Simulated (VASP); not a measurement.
# I (C2/m) in VASP: notebook, part 2 of 2

VASP 6.6.1.

**6. Single point, LDA**

Contents of INCAR:

```
  ALGO = Normal
  EDIFF = 1E-6
  ENCUT = 500
  GGA = CA
  GGA_COMPAT = False
  ISIF = 2
  ISMEAR = 0
  LASPH = True
  LCHARG = True
  LELF = True
  LREAL = False
  LVHAR = True
  LWAVE = False
  NBANDS = 10
  NELM = 120
  PREC = Accurate
  SIGMA = 0.28
```

Contents of KPOINTS:

```
k-points
0
Gamma
  4 4 6
```

Contents of POSCAR:

```
I
1.0
    2.5383465792     -3.7066249365      0.0000000000
    2.5383465792      3.7066249365      0.0000000000
   -1.6208748370      0.0000000000      2.3810977968
I
1
Direct
    0.5000000000      0.5000000000      0.5000000000
```

Potentials or basis: VASP PAW LDA potentials, release 64 (I).

Run with:

```
> cat potpaw_LDA.64/I/POTCAR > POTCAR
> mpirun -np 1 vasp_std > vasp.out
```

OUTCAR:

```text
EDIFF = 1E-6
   ENCUT = 500
   GGA = CA
   ISIF = 2
   ISMEAR = 0
   LASPH = True
   LREAL = False
   NELM = 120
   PREC = Accurate

 ion  position               nearest neighbor table
   1  0.500  0.500  0.500-

  LATTYP: Found a base centered monoclinic cell.
 ALAT       =     5.0766931584
 B/A-ratio  =     1.4602517114
 C/A-ratio  =     0.5673826054
 COS(beta)  =    -0.5627202553

  Lattice vectors:

 A1 = (   2.5383465792,  -3.7066249365,   0.0000000000)
 A2 = (   2.5383465792,   3.7066249365,   0.0000000000)
 A3 = (  -1.6208748370,   0.0000000000,   2.3810977968)

Analysis of symmetry for initial positions (statically):
=====================================================================
 Subroutine PRICEL returns:
 Original cell was already a primitive cell.

 Routine SETGRP: Setting up the symmetry group for a
 base centered monoclinic supercell.

 Subroutine GETGRP returns: Found  4 space group operations
 (whereof  4 operations were pure point group operations)
 out of a pool of  4 trial point group operations.

The static configuration has the point symmetry C_2h.

Analysis of symmetry for dynamics (positions and initial velocities):
=====================================================================
 Subroutine PRICEL returns:
 Original cell was already a primitive cell.

 Routine SETGRP: Setting up the symmetry group for a
 base centered monoclinic supercell.

 Subroutine GETGRP returns: Found  4 space group operations
 (whereof  4 operations were pure point group operations)
 out of a pool of  4 trial point group operations.

The dynamic configuration has the point symmetry C_2h.

 Subroutine INISYM returns: Found  4 space group operations
 (whereof  4 operations are pure point group operations),
 and found     1 'primitive' translations

----------------------------------------------------------------------------------------

                                     Primitive cell

[... 107 lines left out ...]
     AMIX     =   0.40;   BMIX     =  1.00
     AMIX_MAG =   1.60;   BMIX_MAG =  1.00
  volume/ion in A,a.u.               =      44.81       302.37
  Fermi-wavevector in a.u.,A,eV,Ry     =   0.881716  1.666201 10.577477  0.777423
  Thomas-Fermi vector in A             =   2.002249
   LORBIT       =      0    0 simple, 1 ext, 2 COOP (PROOUT), +10 PAW based schemes
   GGA     = CA    functional components
   LHFCALC =     F    Hartree Fock is set to
   AEXX    =    0.0000 exact exchange contribution
   IVDW    =     0    specifies the selected vdW correction
   LEPSILON=     F    determine dielectric tensor
   LRPA    =     F    only Hartree local field effects (RPA)
 non-spin polarized calculation
 Gauss-broadening in eV      SIGMA  =   0.28
  energy-cutoff  :      500.00
  volume of cell :       44.81
 maximum number of plane-waves:      1149
 NGX is ok and might be reduce to    36
   NGX = 17   NGY = 17   NGZ = 11

 number of electron       7.0000000 magnetization

 Free energy of the ion-electron system (eV)
  ---------------------------------------------------
  ext. energy  EPLUGINS =         0.00000000
  ---------------------------------------------------
  free energy    TOTEN  =        -1.81141933 eV

  energy without entropy =       -1.78552805  energy(sigma->0) =       -1.79847369

 E-fermi :   2.2790     XC(G=0):  -8.1441

 val. band max:        1.8259077568   @ k =   0.0000   0.0000   0.5000
 cond. band min:       2.3873850035   @ k =   0.2500   0.2500   0.5000
 fundamental gap:      0.5614772467
 Fermi energy:         2.2790044922

 k-point     1 :       0.0000    0.0000    0.0000
  band No.  band energies     occupation
      1     -11.6742      2.00000
      2       0.4305      2.00000
      3       0.4745      2.00000
      4       5.8142      0.00000
      5       6.0277      0.00000
      6       9.7273      0.00000
      7      10.0169      0.00000
      8      12.4250      0.00000
      9      12.6510      0.00000
     10      17.6229      0.00000
[... 287 lines left out ...]
 k-point    24 :      -0.2500    0.2500    0.3333
  band No.  band energies     occupation
      1      -9.7393      2.00000
      2      -1.5577      2.00000
      3       0.2850      2.00000
      4       1.2828      2.00000
      5       8.8944      0.00000
      6       9.2398      0.00000
      7      10.3026      0.00000
      8      13.1491      0.00000
      9      14.8819      0.00000
     10      15.6321      0.00000

 [... further k-points ...]
[... 5 lines left out ...]
  --------------------------------------------------------------------------------------
  -------------------------------------------------------------------------------------
  Total       -0.3686550     -0.2885587     -0.4629173      0.0000000      0.0000000      0.1123966
  in kB      -13.1823845    -10.3182949    -16.5530177      0.0000000      0.0000000      4.0190834
  external PRESSURE =     -13.3512324 kB  Pullay stress =       0.0000000 kB

 VOLUME and BASIS-vectors are now :
 -----------------------------------------------------------------------------
  energy-cutoff  :      500.00
  volume of cell :       44.81
      direct lattice vectors                 reciprocal lattice vectors
     2.538346579 -3.706624936  0.000000000     0.196978618 -0.134893605  0.134088438
     2.538346579  3.706624936  0.000000000     0.196978618  0.134893605  0.134088438
    -1.620874837  0.000000000  2.381097797     0.000000000  0.000000000  0.419974350

 POSITION                                       TOTAL-FORCE (eV/Angst)
 -----------------------------------------------------------------------------------
      1.72791      0.00000      1.19055         0.000000     -0.000000      0.000000
 -----------------------------------------------------------------------------------
    total drift:                                0.000000      0.000000      0.000000

  FREE ENERGIE OF THE ION-ELECTRON SYSTEM (eV)
  ---------------------------------------------------
  free  energy   TOTEN  =        -1.8114193320 eV

  energy  without entropy=       -1.7855280487  energy(sigma->0) =       -1.79847369
```

OSZICAR:

```text
N       E                     dE             d eps       ncg     rms          rms(c)
DAV:   1     0.294946683786E+02    0.29495E+02   -0.25342E+03   680   0.491E+02
DAV:   2    -0.391409004748E+00   -0.29886E+02   -0.28657E+02   864   0.842E+01
DAV:   3    -0.190282017972E+01   -0.15114E+01   -0.15062E+01   852   0.230E+01
DAV:   4    -0.192297613009E+01   -0.20156E-01   -0.20155E-01   824   0.289E+00
DAV:   5    -0.192344864943E+01   -0.47252E-03   -0.47252E-03   886   0.397E-01    0.375E+00
DAV:   6    -0.183609120545E+01    0.87357E-01   -0.71553E-02   756   0.123E+00    0.257E+00
DAV:   7    -0.181197088393E+01    0.24120E-01   -0.87094E-02   760   0.139E+00    0.700E-01
DAV:   8    -0.181153207498E+01    0.43881E-03   -0.71891E-03   740   0.467E-01    0.806E-02
DAV:   9    -0.181142323772E+01    0.10884E-03   -0.41735E-04   750   0.111E-01    0.326E-02
DAV:  10    -0.181142045627E+01    0.27814E-05   -0.19151E-05   830   0.276E-02    0.858E-03
DAV:  11    -0.181141941819E+01    0.10381E-05   -0.17006E-06   726   0.701E-03    0.386E-03
DAV:  12    -0.181141933201E+01    0.86184E-07   -0.32492E-07   424   0.322E-03
   1 F= -.18114193E+01 E0= -.17984737E+01  d E =-.258913E-01
```

stdout:

```text
POSCAR found type information on POSCAR I
 POSCAR found :  1 types and       1 ions
 scaLAPACK will be used
 LDA part: xc-table for (Slater(with rela. corr.)+CA(PZ))
 , standard interpolation
 POSCAR, INCAR and KPOINTS ok, starting setup
 FFT: planning ... GRIDC
 FFT: planning ... GRID_SOFT
 FFT: planning ... GRID
 WAVECAR not read
 entering main loop
```

Run time: 18 s. Hardware: 1 thread of Intel Xeon 8259CL, shared host; peak memory 0.16 GiB.

What came out:

```
Free energy : -1.8114 eV
Pressure    : -1.3 GPa
```

Levels at points of the mesh, in eV from the Fermi level:
```csv
k point,band 1,band 2,band 3,band 4,band 5,band 6,band 7,band 8
"(0.00, 0.00, 0.00)",-13.95,-1.85,-1.80,3.54,3.75,7.45,7.74,10.15
"(0.50, 0.00, 0.00)",-13.67,-3.92,-2.33,3.55,4.59,10.04,10.09,12.44
"(0.50, 0.50, 0.00)",-13.70,-3.88,-2.25,3.35,4.64,9.52,9.93,12.38
"(0.00, 0.00, 0.50)",-10.93,-5.89,-1.21,-0.45,4.68,5.81,11.17,11.20
"(0.50, 0.00, 0.50)",-11.08,-6.06,-0.63,0.11,5.36,7.66,9.04,9.37
"(0.50, 0.50, 0.50)",-10.93,-5.89,-1.21,-0.48,4.68,5.76,11.19,11.25
```

Caveat: the k points lie up to 0.44 Å⁻¹ apart; spin-orbit coupling is left out, which moves the levels of the heavy elements; an odd number of electrons without spin polarisation forces a metal; a magnetic or distorted state may lie lower.

**7. The runs side by side**

| level | potentials or basis | k mesh | cutoff (eV) | smearing | gap on the mesh (eV) | pressure (GPa) |
| --- | --- | --- | --- | --- | --- | --- |
| LDA | VASP PAW LDA potentials, release 64 (I) | 4 × 4 × 6 | 520 | gaussian 0.1 eV | none | -1.4 |
| PBE | VASP PAW PBE potentials, release 64 (I) | 5 × 3 × 7 | 520 | gaussian 0.1 eV | none | 0.9 |
| PBE | VASP PAW PBE potentials, release 64 (I) | 4 × 4 × 6 | 500 | methfessel-paxton 0.035 eV | none | 0.9 |
| LDA | VASP PAW LDA potentials, release 64 (I) | 4 × 4 × 6 | 500 | gaussian 0.28 eV | none | -1.3 |

Alike in all rows: task single point; no spin polarisation; cell as given.

Caveats: all runs use coarse meshes; spin-orbit coupling is left out, which moves the levels of the heavy elements; an odd number of electrons without spin polarisation forces a metal; a magnetic or distorted state may lie lower.

Absolute energies hang on the potentials; compare differences alone.
